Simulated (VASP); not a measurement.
# Si7Ge (P1) in VASP: a series of runs, part 2 of 2

VASP 6.6.1. Earlier steps stand in the parts before.

## (3) Single point, PBEsol (atoms moved at random)

INCAR reads:

```
  PREC = Accurate
  ENCUT = 520
  EDIFF = 1E-7
  ISMEAR = 0
  SIGMA = 0.03
  LREAL = False
  LASPH = True
  NELM = 100
  ALGO = Normal
  ISIF = 2
  LWAVE = False
  LCHARG = False
  GGA = PS
  NBANDS = 31
```

KPOINTS reads:

```
Automatic mesh
0
Gamma
  6 6 6
```

POSCAR reads:

```
Si7Ge
1.0
    5.4653950700      0.0000000000      0.0000000000
    0.0000000000      5.4653950700      0.0000000000
    0.0000000000      0.0000000000      5.4653950700
Si Ge
7 1
Direct
    0.2881807250      0.2627627814      0.2391341903
   -0.0301701350      0.4856559582      0.5149928592
    0.5050952096      0.4882464031      0.0018420543
    0.4878236700     -0.0185896690      0.5145611479
    0.7728989355      0.2512325138      0.7471830636
    0.7411173680      0.7592082303      0.2412655585
    0.2317423984      0.7580294678      0.7362167401
    0.0033118285      0.0134543145      0.0048043861
```

Potentials or basis: VASP PAW PBE potentials, release 64 (Si, Ge_d).

On the command line:

```
$ cat potpaw_PBE.64/Si/POTCAR potpaw_PBE.64/Ge_d/POTCAR > POTCAR
$ mpirun -np 1 vasp_std > vasp.out
```

OUTCAR:

```text
PREC = Accurate
   ENCUT = 520
   EDIFF = 1E-7
   ISMEAR = 0
   LREAL = False
   LASPH = True
   NELM = 100
   ISIF = 2
   GGA = PS

 ion  position               nearest neighbor table
   1  0.288  0.263  0.239-   3 2.15   4 2.41   8 2.43   2 2.60
   2  0.970  0.486  0.515-   5 2.10   7 2.39   6 2.46   1 2.60
   3  0.505  0.488  0.002-   1 2.15   6 2.36   5 2.40   7 2.55
   4  0.488  0.981  0.515-   7 2.22   6 2.37   1 2.41   5 2.49
   5  0.773  0.251  0.747-   2 2.10   8 2.29   3 2.40   4 2.49
   6  0.741  0.759  0.241-   3 2.36   4 2.37   8 2.38   2 2.46
   7  0.232  0.758  0.736-   4 2.22   8 2.38   2 2.39   3 2.55
   8  0.003  0.013  0.005-   5 2.29   6 2.38   7 2.38   1 2.43

  LATTYP: Found a simple cubic cell.
 ALAT       =     5.4653950700

  Lattice vectors:

 A1 = (   5.4653950700,   0.0000000000,   0.0000000000)
 A2 = (   0.0000000000,   5.4653950700,   0.0000000000)
 A3 = (   0.0000000000,   0.0000000000,   5.4653950700)

Analysis of symmetry for initial positions (statically):
=====================================================================
 Subroutine PRICEL returns:
 Original cell was already a primitive cell.

 Routine SETGRP: Setting up the symmetry group for a
 simple cubic supercell.

 Subroutine GETGRP returns: Found  1 space group operations
 (whereof  1 operations were pure point group operations)
 out of a pool of 48 trial point group operations.

The static configuration has the point symmetry C_1 .

Analysis of symmetry for dynamics (positions and initial velocities):
=====================================================================
 Subroutine PRICEL returns:
 Original cell was already a primitive cell.

 Routine SETGRP: Setting up the symmetry group for a
 simple cubic supercell.

 Subroutine GETGRP returns: Found  1 space group operations
 (whereof  1 operations were pure point group operations)
 out of a pool of 48 trial point group operations.

The dynamic configuration has the point symmetry C_1 .

 Subroutine INISYM returns: Found  1 space group operations
 (whereof  1 operations are pure point group operations),
 and found     1 'primitive' translations

----------------------------------------------------------------------------------------

                                     Primitive cell

  volume of cell :     163.2543

  direct lattice vectors                    reciprocal lattice vectors
     5.465395070  0.000000000  0.000000000     0.182969390  0.000000000  0.000000000
     0.000000000  5.465395070  0.000000000     0.000000000  0.182969390  0.000000000
     0.000000000  0.000000000  5.465395070     0.000000000  0.000000000  0.182969390

  length of vectors
     5.465395070  5.465395070  5.465395070     0.182969390  0.182969390  0.182969390

  position of ions in fractional coordinates (direct lattice)
     0.288180725  0.262762781  0.239134190
     0.969829865  0.485655958  0.514992859
     0.505095210  0.488246403  0.001842054
     0.487823670  0.981410331  0.514561148
     0.772898936  0.251232514  0.747183064
     0.741117368  0.759208230  0.241265558
     0.231742398  0.758029468  0.736216740
     0.003311829  0.013454315  0.004804386
[... 42 lines left out ...]
  0.000000  0.166667  0.000000      2.000000
  0.000000  0.000000  0.166667      2.000000
  0.333333  0.000000  0.000000      2.000000
  0.000000  0.333333  0.000000      2.000000
[... 16 lines left out ...]
  0.000000 -0.333333  0.166667      2.000000
 -0.166667  0.000000  0.333333      2.000000
 [... further k-points ...]
   k-points           NKPTS =    112   k-points in BZ     NKDIM =    112   number of bands    NBANDS=     31
   number of dos      NEDOS =    301   number of ions     NIONS =      8
   total plane-waves  NPLWV =  74088
   dimension x,y,z NGX =    42 NGY =   42 NGZ =   42
   dimension x,y,z NGXF=    84 NGYF=   84 NGZF=   84
   ions per type =               7   1
   NGX,Y,Z   is equivalent  to a cutoff of  12.78, 12.78, 12.78 a.u.
   NGXF,Y,Z  is equivalent  to a cutoff of  25.55, 25.55, 25.55 a.u.
 SYSTEM =  unknown system
   PREC   = accura    normal or accurate (medium, high low for compatibility)
   ISTART =      0    job   : 0-new  1-cont  2-samecut
   ICHARG =      2    charge: 1-file 2-atom 10-const
   ISPIN  =      1    spin polarized calculation?
   LNONCOLLINEAR =      F non collinear calculations
   LSORBIT =      F    spin-orbit coupling
   LASPH  =      T    aspherical Exc in radial PAW
   ENCUT  =  520.0 eV  38.22 Ry    6.18 a.u.  10.16 10.16 10.16*2*pi/ulx,y,z
   NELM   =    100;   NELMIN=  2; NELMDL= -5     # of ELM steps
   EDIFF  = 0.1E-06   stopping-criterion for ELM
   LREAL  =      F    real-space projection
   EDIFFG = 0.1E-05   stopping-criterion for IOM
   NSW    =      0    number of steps for IOM
   IBRION =     -1    ionic relax: 0-MD 1-quasi-New 2-CG
   NFREE  =      0    steps in history (QN), initial steepest desc. (CG)
   ISIF   =      2    stress and relaxation
   ISYM   =      2    0-nonsym 1-usesym 2-fastsym
   POTIM  = 0.5000    time-step for ionic-motion
   TEBEG  =    0.0;   TEEND  =   0.0 temperature during run
   PSTRESS=    0.0 pullay stress
   NELECT =      42.0000    total number of electrons
   NUPDOWN=      -1.0000    fix difference up-down
   EMIN   =  10.00;   EMAX   =-10.00  energy-range for DOS
   EFERMI =   0.00;   METHOD = LEGACY
   ISMEAR =     0;   SIGMA  =   0.03  broadening in eV -4-tet -1-fermi 0-gaus
   EFERMI_NEDOS =   21; number of points for ismear=-14 and -15
   IALGO  =     38    algorithm
   IMIX   =      4    mixing-type and parameters
     AMIX     =   0.40;   BMIX     =  1.00
     AMIX_MAG =   1.60;   BMIX_MAG =  1.00
  volume/ion in A,a.u.               =      20.41       137.71
  Fermi-wavevector in a.u.,A,eV,Ry     =   1.041205  1.967593 14.750191  1.084108
  Thomas-Fermi vector in A             =   2.175816
   LORBIT       =      0    0 simple, 1 ext, 2 COOP (PROOUT), +10 PAW based schemes
   GGA     = PS    functional components
   LHFCALC =     F    Hartree Fock is set to
   AEXX    =    0.0000 exact exchange contribution
   IVDW    =     0    specifies the selected vdW correction
   LEPSILON=     F    determine dielectric tensor
   LRPA    =     F    only Hartree local field effects (RPA)
 non-spin polarized calculation
 Gauss-broadening in eV      SIGMA  =   0.03
  energy-cutoff  :      520.00
  volume of cell :      163.25
 maximum number of plane-waves:      4436
 NGX is ok and might be reduce to    42
   NGX = 21   NGY = 21   NGZ = 21

 number of electron      41.9999998 magnetization

 Free energy of the ion-electron system (eV)
  ---------------------------------------------------
  ext. energy  EPLUGINS =         0.00000000
  ---------------------------------------------------
  free energy    TOTEN  =       -43.74547872 eV

  energy without entropy =      -43.74483034  energy(sigma->0) =      -43.74515453

 E-fermi :   5.9008     XC(G=0):  -9.6318

 val. band max:        5.8999134845   @ k =   0.0000   0.0000   0.0000
 cond. band min:       5.9109094414   @ k =   0.0000   0.0000   0.1667
 fundamental gap:      0.0109959569
 Fermi energy:         5.9008172069

 k-point     1 :       0.0000    0.0000    0.0000
  band No.  band energies     occupation
      1     -18.6080      2.00000
      2     -18.5985      2.00000
      3     -18.5856      2.00000
      4     -18.5698      2.00000
      5     -18.5663      2.00000
      6      -6.5491      2.00000
[... 805 lines left out ...]
     30       9.7397      0.00000
     31      10.3927      0.00000

 [... further k-points ...]

------------------------ aborting loop because EDIFF is reached ----------------------------------------

  FORCE on cell =-STRESS in cart. coord.  units (eV):
  Direction    XX          YY          ZZ          XY          YZ          ZX
  --------------------------------------------------------------------------------------
  -------------------------------------------------------------------------------------
  Total        1.0106481      1.9198989      2.2917375      4.2821627     -5.0078854     -4.3484634
  in kB        9.9184967     18.8418815     22.4911040     42.0251301    -49.1473700    -42.6758050
  external PRESSURE =      17.0838274 kB  Pullay stress =       0.0000000 kB

 VOLUME and BASIS-vectors are now :
 -----------------------------------------------------------------------------
  energy-cutoff  :      520.00
  volume of cell :      163.25
      direct lattice vectors                 reciprocal lattice vectors
     5.465395070  0.000000000  0.000000000     0.182969390  0.000000000  0.000000000
     0.000000000  5.465395070  0.000000000     0.000000000  0.182969390  0.000000000
     0.000000000  0.000000000  5.465395070     0.000000000  0.000000000  0.182969390

 POSITION                                       TOTAL-FORCE (eV/Angst)
 -----------------------------------------------------------------------------------
      1.57502      1.43610      1.30696        -2.517219     -1.495582      2.564128
      5.30050      2.65430      2.81464         2.803910      2.480809     -3.281503
      2.76054      2.66846      0.01007         0.993004      2.208828     -2.225421
      2.66615      5.36380      2.81228         1.451154      1.627877     -1.174620
      4.22420      1.37308      4.08365        -3.236660     -1.872493      1.363531
      4.05050      4.14937      1.31861        -0.046884     -0.803368      0.868297
      1.26656      4.14293      4.02372        -0.385223     -1.879382      1.323804
      0.01810      0.07353      0.02626         0.937918     -0.266691      0.561784
 -----------------------------------------------------------------------------------
    total drift:                               -0.000997     -0.000859     -0.000600

  FREE ENERGIE OF THE ION-ELECTRON SYSTEM (eV)
  ---------------------------------------------------
  free  energy   TOTEN  =       -43.7454787162 eV

  energy  without entropy=      -43.7448303360  energy(sigma->0) =      -43.74515453
```

It took 17 min on 1 thread of Intel Xeon 8259CL, shared host; peak memory 0.58 GiB.

What came out:

```yaml
Free_energy: -43.7455 eV
Pressure: 1.7 GPa
Largest_force: 4.978 eV/Å
Band_gap_on_the_k_mesh: zero (bands 21 and 22 overlap by 0.08 eV)
```

Forces in eV/Å, atoms in the order of the input:
```
Si  -2.517 -1.496  2.564
Si   2.804  2.481 -3.282
Si   0.993  2.209 -2.225
Si   1.451  1.628 -1.175
Si  -3.237 -1.872  1.364
Si  -0.047 -0.803  0.868
Si  -0.385 -1.879  1.324
Ge   0.938 -0.267  0.562
```

Caveat: the cell differs from its parent crystal (atoms moved at random); semilocal functionals underestimate gaps, and a narrow one can read as zero; the PAW data sets were made with another functional, which shifts forces and pressure a little.

The gap in the log of VASP goes by the Fermi energy; the results here count the filled bands.